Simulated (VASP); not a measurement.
# ZnBrF5 (P4/mmm) in VASP: single point with PBE

Aim: the single point of ZnBrF5 with PBE.

All numbers are computed with VASP 6.6.1; they aren't measurements. Logs are shortened: lines on timing, memory, paths and dates and some standing lists are left out, and cuts for length are marked.

### 1 The cell of the first run

The structure is tetragonal, space group P4/mmm (No. 123). Conventional cell: a = 3.517 Å, b = 3.517 Å, c = 6.601 Å, α = 90.00°, β = 90.00°, γ = 90.00°. Within 2.8 Å of Zn (site symmetry 4/mmm) lie 8 F at 2.14 Å. Br (site symmetry 4/mmm) has 12 F at 2.49 to 2.72 Å and 2 Zn at 3.30 Å and 4 Br at 3.52 Å within 3.6 Å. Within 2.8 Å of F (site symmetry 2mm) lie 2 Zn at 2.14 Å and 7 F at 2.45 to 2.72 Å and 2 Br at 2.72 Å. F (site symmetry 4/mmm) has 4 Br at 2.49 Å and 8 F at 2.72 Å within 3.3 Å.

### 2 Single point, PBE

INCAR

```
SYSTEM = ZnBrF5
ALGO = Normal ; EDIFF = 1E-6
ENCUT = 520 ; GGA = PE
ISIF = 2 ; ISMEAR = 0
LASPH = .TRUE. ; LCHARG = .FALSE.
LREAL = .FALSE. ; LWAVE = .FALSE.
NBANDS = 36 ; NELM = 80
PREC = Accurate ; SIGMA = 0.1
```

KPOINTS

```
k-points
0
G
  10 10 6
  0 0 0
```

POSCAR

```
ZnBrF5
1.0
    3.5173749002      0.0000000000      0.0000000000
    0.0000000000      3.5173749002      0.0000000000
    0.0000000000      0.0000000000      6.6005130216
Zn Br F
1 1 5
Direct
    0.0000000000      0.0000000000      0.5000000000
    0.0000000000      0.0000000000      0.0000000000
    0.0000000000      0.5000000000      0.3141152526
    0.5000000000      0.0000000000      0.3141152526
    0.0000000000      0.5000000000      0.6858847474
    0.5000000000      0.0000000000      0.6858847474
    0.5000000000      0.5000000000      0.0000000000
```

Potentials or basis: VASP PAW PBE potentials, release 64 (Zn, Br, F).

Command:

```bash
$ cat potpaw_PBE.64/Zn/POTCAR potpaw_PBE.64/Br/POTCAR potpaw_PBE.64/F/POTCAR > POTCAR
$ mpirun -np 1 vasp_std > vasp.out
```

OUTCAR:

```text
SYSTEM = ZnBrF5
   EDIFF = 1E-6
   ENCUT = 520
   GGA = PE
   ISIF = 2
   ISMEAR = 0
   LASPH = .TRUE.
   LREAL = .FALSE.
   NELM = 80
   PREC = Accurate

 ion  position               nearest neighbor table
   1  0.000  0.000  0.500-   3 2.14   4 2.14   5 2.14   6 2.14   3 2.14   5 2.14   4 2.14   6 2.14

   2  0.000  0.000  0.000-
   3  0.000  0.500  0.314-   1 2.14   1 2.14
   4  0.500  0.000  0.314-   1 2.14   1 2.14
   5  0.000  0.500  0.686-   1 2.14   1 2.14
   6  0.500  0.000  0.686-   1 2.14   1 2.14
   7  0.500  0.500  0.000-

  LATTYP: Found a simple tetragonal cell.
 ALAT       =     3.5173749002
 C/A-ratio  =     1.8765452102

  Lattice vectors:

 A1 = (   3.5173749002,   0.0000000000,   0.0000000000)
 A2 = (   0.0000000000,   3.5173749002,   0.0000000000)
 A3 = (   0.0000000000,   0.0000000000,   6.6005130216)

Analysis of symmetry for initial positions (statically):
=====================================================================
 Subroutine PRICEL returns:
 Original cell was already a primitive cell.

 Routine SETGRP: Setting up the symmetry group for a
 simple tetragonal supercell.

 Subroutine GETGRP returns: Found 16 space group operations
 (whereof 16 operations were pure point group operations)
 out of a pool of 16 trial point group operations.

The static configuration has the point symmetry D_4h.

Analysis of symmetry for dynamics (positions and initial velocities):
=====================================================================
 Subroutine PRICEL returns:
 Original cell was already a primitive cell.

 Routine SETGRP: Setting up the symmetry group for a
 simple tetragonal supercell.

 Subroutine GETGRP returns: Found 16 space group operations
 (whereof 16 operations were pure point group operations)
 out of a pool of 16 trial point group operations.

The dynamic configuration has the point symmetry D_4h.

 Subroutine INISYM returns: Found 16 space group operations
 (whereof 16 operations are pure point group operations),
 and found     1 'primitive' translations

----------------------------------------------------------------------------------------

                                     Primitive cell

  volume of cell :      81.6611

  direct lattice vectors                    reciprocal lattice vectors
     3.517374900  0.000000000  0.000000000     0.284302933  0.000000000  0.000000000
     0.000000000  3.517374900  0.000000000     0.000000000  0.284302933  0.000000000
     0.000000000  0.000000000  6.600513022     0.000000000  0.000000000  0.151503375

  length of vectors
     3.517374900  3.517374900  6.600513022     0.284302933  0.284302933  0.151503375

  position of ions in fractional coordinates (direct lattice)
     0.000000000  0.000000000  0.500000000
     0.000000000  0.000000000  0.000000000
     0.000000000  0.500000000  0.314115253
     0.500000000  0.000000000  0.314115253
     0.000000000  0.500000000  0.685884747
     0.500000000  0.000000000  0.685884747
     0.500000000  0.500000000  0.000000000

  ion indices of the primitive-cell ions
   primitive index   ion index
                 1           1
                 2           2
                 3           3
                 4           4
                 5           5
                 6           6
                 7           7

----------------------------------------------------------------------------------------

 KPOINTS: k-points

Automatic generation of k-mesh.
 Grid dimensions read from file:
 generate k-points for:   10   10    6

 Generating k-lattice:

  Cartesian coordinates                     Fractional coordinates (reciprocal lattice)
     0.028430293  0.000000000  0.000000000     0.100000000  0.000000000  0.000000000
     0.000000000  0.028430293  0.000000000     0.000000000  0.100000000  0.000000000
     0.000000000  0.000000000  0.025250563     0.000000000  0.000000000  0.166666667

  Length of vectors
     0.028430293  0.028430293  0.025250563

  Shift w.r.t. Gamma in fractional coordinates (k-lattice)
     0.000000000  0.000000000  0.000000000

 Subroutine IBZKPT returns following result:
 ===========================================

 Found     84 irreducible k-points:

 Following reciprocal coordinates:
            Coordinates               Weight
  0.000000  0.000000  0.000000      1.000000
  0.100000  0.000000  0.000000      4.000000
  0.200000  0.000000  0.000000      4.000000
  0.300000  0.000000  0.000000      4.000000
  0.400000  0.000000  0.000000      4.000000
  0.500000  0.000000  0.000000      2.000000
[... 16 lines left out ...]
  0.100000  0.000000  0.166667      8.000000
  0.200000  0.000000  0.166667      8.000000
 [... further k-points ...]
   k-points           NKPTS =     84   k-points in BZ     NKDIM =     84   number of bands    NBANDS=     36
   number of dos      NEDOS =    301   number of ions     NIONS =      7
   total plane-waves  NPLWV =  39200
   dimension x,y,z NGX =    28 NGY =   28 NGZ =   50
   dimension x,y,z NGXF=    56 NGYF=   56 NGZF=  100
   ions per type =               1   1   5
   NGX,Y,Z   is equivalent  to a cutoff of  13.23, 13.23, 12.59 a.u.
   NGXF,Y,Z  is equivalent  to a cutoff of  26.47, 26.47, 25.19 a.u.
 SYSTEM =  ZnBrF5
   PREC   = accura    normal or accurate (medium, high low for compatibility)
   ISTART =      0    job   : 0-new  1-cont  2-samecut
   ICHARG =      2    charge: 1-file 2-atom 10-const
   ISPIN  =      1    spin polarized calculation?
   LNONCOLLINEAR =      F non collinear calculations
   LSORBIT =      F    spin-orbit coupling
   LASPH  =      T    aspherical Exc in radial PAW
   ENCUT  =  520.0 eV  38.22 Ry    6.18 a.u.   6.54  6.54 12.27*2*pi/ulx,y,z
   NELM   =     80;   NELMIN=  2; NELMDL= -5     # of ELM steps
   EDIFF  = 0.1E-05   stopping-criterion for ELM
   LREAL  =      F    real-space projection
   EDIFFG = 0.1E-04   stopping-criterion for IOM
   NSW    =      0    number of steps for IOM
   IBRION =     -1    ionic relax: 0-MD 1-quasi-New 2-CG
   NFREE  =      0    steps in history (QN), initial steepest desc. (CG)
   ISIF   =      2    stress and relaxation
   ISYM   =      2    0-nonsym 1-usesym 2-fastsym
   POTIM  = 0.5000    time-step for ionic-motion
   TEBEG  =    0.0;   TEEND  =   0.0 temperature during run
   PSTRESS=    0.0 pullay stress
   NELECT =      54.0000    total number of electrons
   NUPDOWN=      -1.0000    fix difference up-down
   EMIN   =  10.00;   EMAX   =-10.00  energy-range for DOS
   EFERMI =   0.00;   METHOD = LEGACY
   ISMEAR =     0;   SIGMA  =   0.10  broadening in eV -4-tet -1-fermi 0-gaus
   EFERMI_NEDOS =   21; number of points for ismear=-14 and -15
   IALGO  =     38    algorithm
   IMIX   =      4    mixing-type and parameters
     AMIX     =   0.40;   BMIX     =  1.00
     AMIX_MAG =   1.60;   BMIX_MAG =  1.00
  volume/ion in A,a.u.               =      11.67        78.73
  Fermi-wavevector in a.u.,A,eV,Ry     =   1.426268  2.695255 27.677514  2.034240
  Thomas-Fermi vector in A             =   2.546563
   LORBIT       =      0    0 simple, 1 ext, 2 COOP (PROOUT), +10 PAW based schemes
   GGA     = PE    functional components
   LHFCALC =     F    Hartree Fock is set to
   AEXX    =    0.0000 exact exchange contribution
   IVDW    =     0    specifies the selected vdW correction
   LEPSILON=     F    determine dielectric tensor
   LRPA    =     F    only Hartree local field effects (RPA)
 non-spin polarized calculation
 Gauss-broadening in eV      SIGMA  =   0.10
  energy-cutoff  :      520.00
  volume of cell :       81.66
 maximum number of plane-waves:      2248
 NGX is ok and might be reduce to    28
   NGX = 13   NGY = 13   NGZ = 25

 number of electron      54.0000063 magnetization

 Free energy of the ion-electron system (eV)
  ---------------------------------------------------
  ext. energy  EPLUGINS =         0.00000000
  ---------------------------------------------------
  free energy    TOTEN  =       -17.19207954 eV

  energy without entropy =      -17.15856564  energy(sigma->0) =      -17.17532259

 E-fermi :  -0.1825     XC(G=0): -10.5932

 val. band max:       -0.1828657225   @ k =   0.3000   0.0000   0.1667
 cond. band min:      -0.1732145598   @ k =   0.5000   0.3000   0.1667
 fundamental gap:      0.0096511627
 Fermi energy:        -0.1824648753

 k-point     1 :       0.0000    0.0000    0.0000
  band No.  band energies     occupation
      1     -21.8860      2.00000
      2     -21.2378      2.00000
      3     -21.0586      2.00000
      4     -20.3142      2.00000
      5     -19.9683      2.00000
      6     -14.7784      2.00000
[... 28 lines left out ...]
     35      14.1990      0.00000
     36      14.2630      0.00000

 k-point     2 :       0.1000    0.0000    0.0000
  band No.  band energies     occupation
      1     -21.8547      2.00000
      2     -21.2236      2.00000
      3     -21.0332      2.00000
      4     -20.3419      2.00000
      5     -19.9962      2.00000
      6     -14.8053      2.00000
[... 28 lines left out ...]
     35      14.2492      0.00000
     36      14.6175      0.00000

 k-point     3 :       0.2000    0.0000    0.0000
  band No.  band energies     occupation
      1     -21.7678      2.00000
      2     -21.1823      2.00000
      3     -20.9584      2.00000
      4     -20.4214      2.00000
      5     -20.0760      2.00000
      6     -14.8761      2.00000
[... 28 lines left out ...]
     35      14.2120      0.00000
     36      14.3974      0.00000
[... 742 lines left out ...]
 k-point    23 :       0.1000    0.0000    0.1667
  band No.  band energies     occupation
      1     -21.8329      2.00000
      2     -21.2995      2.00000
      3     -20.9799      2.00000
      4     -20.3411      2.00000
      5     -19.9967      2.00000
      6     -14.8002      2.00000
[... 28 lines left out ...]
     35      14.0309      0.00000
     36      14.4089      0.00000

 k-point    24 :       0.2000    0.0000    0.1667
  band No.  band energies     occupation
      1     -21.7485      2.00000
      2     -21.2417      2.00000
      3     -20.9190      2.00000
      4     -20.4205      2.00000
      5     -20.0767      2.00000
      6     -14.8716      2.00000
[... 28 lines left out ...]
     35      14.1792      0.00000
     36      14.2171      0.00000

 [... further k-points ...]

------------------------ aborting loop because EDIFF is reached ----------------------------------------

  FORCE on cell =-STRESS in cart. coord.  units (eV):
  Direction    XX          YY          ZZ          XY          YZ          ZX
  --------------------------------------------------------------------------------------
  -------------------------------------------------------------------------------------
  Total       -0.0116084     -0.0116084     -0.0153256      0.0000000      0.0000000      0.0000000
  in kB       -0.2277556     -0.2277556     -0.3006860      0.0000000      0.0000000      0.0000000
  external PRESSURE =      -0.2520658 kB  Pullay stress =       0.0000000 kB

 VOLUME and BASIS-vectors are now :
 -----------------------------------------------------------------------------
  energy-cutoff  :      520.00
  volume of cell :       81.66
      direct lattice vectors                 reciprocal lattice vectors
     3.517374900  0.000000000  0.000000000     0.284302933  0.000000000  0.000000000
     0.000000000  3.517374900  0.000000000     0.000000000  0.284302933  0.000000000
     0.000000000  0.000000000  6.600513022     0.000000000  0.000000000  0.151503375

 POSITION                                       TOTAL-FORCE (eV/Angst)
 -----------------------------------------------------------------------------------
      0.00000      0.00000      3.30026         0.000000      0.000000      0.000000
      0.00000      0.00000      0.00000         0.000000      0.000000      0.000000
      0.00000      1.75869      2.07332         0.000000     -0.000000     -0.028469
      1.75869      0.00000      2.07332         0.000000      0.000000     -0.028469
      0.00000      1.75869      4.52719         0.000000     -0.000000      0.028469
      1.75869      0.00000      4.52719         0.000000      0.000000      0.028469
      1.75869      1.75869      0.00000         0.000000      0.000000      0.000000
 -----------------------------------------------------------------------------------
    total drift:                                0.000000      0.000000      0.000000

  FREE ENERGIE OF THE ION-ELECTRON SYSTEM (eV)
  ---------------------------------------------------
  free  energy   TOTEN  =       -17.1920795394 eV

  energy  without entropy=      -17.1585656423  energy(sigma->0) =      -17.17532259
```

Run time: 3.4 min. Hardware: 1 thread of Intel Xeon Platinum 8375C at 2.90GHz (Ice Lake), shared host; peak memory 0.33 GiB.

Results:

```
Free energy            : -17.1921 eV
Pressure               : 0.0 GPa
Largest force          : 0.028 eV/Å
Band gap on the k mesh : zero (bands 27 and 28 overlap by 0.96 eV)
```

Forces on the atoms (eV/Å):
```
Zn   0.000  0.000  0.000
Br   0.000  0.000  0.000
F    0.000  0.000 -0.028
F    0.000  0.000 -0.028
F    0.000  0.000  0.028
F    0.000  0.000  0.028
F    0.000  0.000  0.000
```
